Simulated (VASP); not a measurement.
Write the native input for VASP 6.6.1 that does the following.

```
Task                   : single point
Functional             : PBE
Potentials or basis    : VASP PAW PBE potentials, release 64 (Ba_sv)
Cutoff                 : 520 eV
k mesh                 : 2 × 2 × 2
Occupations            : fermi-dirac, width 0.1 eV
Spin                   : no spin polarisation
Dipole correction      : no
Further INCAR settings : ALGO = Normal; EDIFF = 1e-06; NBANDS = 11
```

The structure of Ba lies in POSCAR:

```
Ba
1.0
   -2.5124914082      2.5124914082      2.5124914082
    2.5124914082     -2.5124914082      2.5124914082
    2.5124914082      2.5124914082     -2.5124914082
Ba
1
Direct
    0.0000000000      0.0000000000      0.0000000000
```

These files were run (other wordings do the same):

INCAR

```
SYSTEM = Ba
PREC = Accurate ; ENCUT = 520
EDIFF = 1E-6 ; ISMEAR = -1
SIGMA = 0.1 ; LREAL = .FALSE.
LASPH = .TRUE. ; NELM = 80
ALGO = Normal ; ISIF = 2
LWAVE = .FALSE. ; LCHARG = .TRUE.
GGA = PE ; LELF = .TRUE.
LVHAR = .TRUE. ; NBANDS = 11
```

KPOINTS

```
regular mesh
0
G
  2 2 2
  0 0 0
```

Potentials or basis: VASP PAW PBE potentials, release 64 (Ba_sv).

The run is started by

```bash
$ cat potpaw_PBE.64/Ba_sv/POTCAR > POTCAR
$ mpirun -np 1 vasp_std > vasp.out
```

It gave:

```json
{
 "Pressure": "-4.2 GPa",
 "Band gap on the k mesh": "zero (filled and empty bands touch)"
}
```

Caveat: the k points lie up to 0.88 Å⁻¹ apart; spin-orbit coupling is left out, which moves the levels of the heavy elements.

Run time: 8.5 s on 1 thread of Intel(R) Xeon(R) Platinum 8259CL CPU @ 2.50GHz (Skylake/Cascade Lake), on a shared host, peak memory 0.17 GiB.
